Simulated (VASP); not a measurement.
Input of a VASP 6.6.1 run:

INCAR

```
SYSTEM = Sn31C32
PREC = Accurate
ENCUT = 520
EDIFF = 1E-6
ISMEAR = -1
SIGMA = 0.05
LREAL = Auto
LASPH = .True.
NELM = 120
ALGO = Normal
ISIF = 2
LWAVE = .False.
LCHARG = .True.
GGA = PS
LELF = .True.
LVHAR = .True.
NBANDS = 318
NELECT = 566.0
ISYM = 0
GGA_COMPAT = .False.
NCORE = 4
```

File KPOINTS:

```
Automatic mesh
0
Gamma
  1 1 1
  0.25 0.25 0.25
```

The input POSCAR:

```
Sn31C32
1.0
   10.0679620000      0.0000000000      0.0000000000
    0.0000000000     10.0679620000      0.0000000000
    0.0000000000      0.0000000000     10.0679620000
Sn C
31 32
Direct
    0.9998390000      0.9997150000      0.9999280000
    0.9997800000      0.9992070000      0.5003110000
    0.9997080000      0.5001580000      0.9996320000
    0.9998410000      0.4995040000      0.4998200000
    0.5003050000      0.9994200000      0.9996820000
    0.4998740000      0.9996540000      0.4998300000
    0.4998680000      0.4994970000      0.9998850000
    0.2510560000      0.2507550000      0.9995960000
    0.2551610000      0.2548710000      0.5039390000
    0.2504070000      0.7490720000      0.0008250000
    0.2541260000      0.7454540000      0.4965390000
    0.7493910000      0.2501430000      0.0009210000
    0.7456830000      0.2538130000      0.4964460000
    0.7489540000      0.7486060000      0.9983290000
    0.7444180000      0.7441330000      0.5025210000
    0.2510710000      0.9993720000      0.2508870000
    0.2504580000      0.0007040000      0.7492410000
    0.2550940000      0.5037410000      0.2552390000
    0.2541520000      0.4962650000      0.7456930000
    0.7493310000      0.0006750000      0.2505170000
    0.7488360000      0.9979460000      0.7490000000
    0.7456420000      0.4962730000      0.2540940000
    0.7444750000      0.5021960000      0.7443640000
    0.9995400000      0.2507230000      0.2509730000
    0.0009710000      0.2502550000      0.7493270000
    0.0008550000      0.7489970000      0.2504740000
    0.9983150000      0.7486450000      0.7489100000
    0.5039000000      0.2549050000      0.2551750000
    0.4965390000      0.2538010000      0.7456900000
    0.4964730000      0.7454640000      0.2541380000
    0.5025390000      0.7441130000      0.7444020000
    0.1251640000      0.1249550000      0.1251570000
    0.1239680000      0.1238070000      0.6237930000
    0.1240010000      0.6236080000      0.1240070000
    0.1249730000      0.6248770000      0.6251510000
    0.6237960000      0.1237020000      0.1240030000
    0.6251940000      0.1246730000      0.6252330000
    0.6251240000      0.6249540000      0.1250430000
    0.6260160000      0.6256060000      0.6258900000
    0.3748160000      0.3746960000      0.1258830000
    0.3730570000      0.3727780000      0.6282440000
    0.3758160000      0.8759210000      0.1238550000
    0.3740970000      0.8744920000      0.6250500000
    0.8762800000      0.3756880000      0.1238550000
    0.8747290000      0.3737750000      0.6251150000
    0.8743860000      0.8741200000      0.1245270000
    0.8745540000      0.8742720000      0.6232360000
    0.3748660000      0.1255140000      0.3749460000
    0.3758940000      0.1236460000      0.8761630000
    0.3730900000      0.6279260000      0.3731800000
    0.3740810000      0.6248170000      0.8747050000
    0.8763230000      0.1236000000      0.3759090000
    0.8744490000      0.1242720000      0.8742300000
    0.8746520000      0.6247780000      0.3741050000
    0.8746530000      0.6228500000      0.8745350000
    0.1257690000      0.3745860000      0.3749120000
    0.1239640000      0.3756340000      0.8762520000
    0.1240740000      0.8759050000      0.3756060000
    0.1244590000      0.8742390000      0.8743800000
    0.6282940000      0.3727680000      0.3728910000
    0.6251960000      0.3737830000      0.8746630000
    0.6251390000      0.8744550000      0.3741270000
    0.6230740000      0.8742630000      0.8747320000
```

Potentials or basis: VASP PAW PBE potentials, release 64 (Sn_d, C).

Run with:

```sh
$ cat potpaw_PBE.64/Sn_d/POTCAR potpaw_PBE.64/C/POTCAR > POTCAR
$ mpirun -np 4 vasp_std > vasp.out
```

**Question.** Predict the largest force.

**Answer.** 0.103 eV/Å.

Forces on the atoms (eV/Å):
```
Sn   0.002 -0.008 -0.010
Sn  -0.021  0.002 -0.024
Sn  -0.010 -0.036 -0.009
Sn  -0.007  0.015  0.009
Sn  -0.026 -0.021 -0.018
Sn   0.002 -0.014  0.007
Sn   0.004  0.018 -0.011
Sn  -0.021 -0.017 -0.012
Sn  -0.023 -0.013 -0.031
Sn   0.003  0.011 -0.018
Sn  -0.008 -0.016  0.014
Sn   0.008  0.007 -0.026
Sn  -0.008 -0.010  0.025
Sn  -0.026 -0.028  0.003
Sn  -0.001 -0.006  0.002
Sn  -0.018 -0.013 -0.014
Sn  -0.002 -0.024  0.018
Sn  -0.014 -0.036 -0.022
Sn  -0.011  0.014 -0.012
Sn   0.010 -0.025 -0.005
Sn  -0.014  0.007 -0.028
Sn   0.000  0.020 -0.017
Sn  -0.004  0.006 -0.002
Sn  -0.004 -0.013 -0.015
Sn  -0.023 -0.001  0.006
Sn  -0.017  0.012 -0.002
Sn   0.005 -0.026 -0.020
Sn  -0.035 -0.022 -0.025
Sn   0.015 -0.001 -0.015
Sn   0.017 -0.015 -0.003
Sn   0.003 -0.010 -0.008
C    0.012  0.006  0.009
C    0.028  0.016  0.007
C    0.024  0.008  0.023
C    0.011 -0.001  0.000
C    0.014  0.033  0.028
C    0.000  0.012 -0.009
C    0.002 -0.008  0.005
C    0.005  0.024  0.026
C    0.012  0.001  0.003
C   -0.026 -0.032 -0.046
C    0.004 -0.019  0.010
C    0.028 -0.003  0.009
C   -0.030 -0.005  0.014
C    0.001  0.032 -0.007
C    0.008  0.012  0.026
C    0.072  0.073  0.003
C    0.011  0.010 -0.002
C   -0.006  0.013 -0.017
C   -0.021 -0.047 -0.032
C    0.030  0.001  0.004
C   -0.033  0.011 -0.006
C    0.003  0.021  0.028
C    0.008  0.005  0.025
C    0.062  0.024  0.074
C    0.008  0.008  0.003
C    0.008  0.000 -0.026
C   -0.007 -0.018  0.025
C    0.028  0.003  0.007
C   -0.045 -0.039 -0.011
C   -0.007  0.032  0.011
C   -0.002  0.000  0.023
C    0.024  0.070  0.058
```

Caveat: the cell carries a net charge on a neutralising background, which shifts energy and pressure; the PAW data sets were made with another functional, which shifts forces and pressure a little.
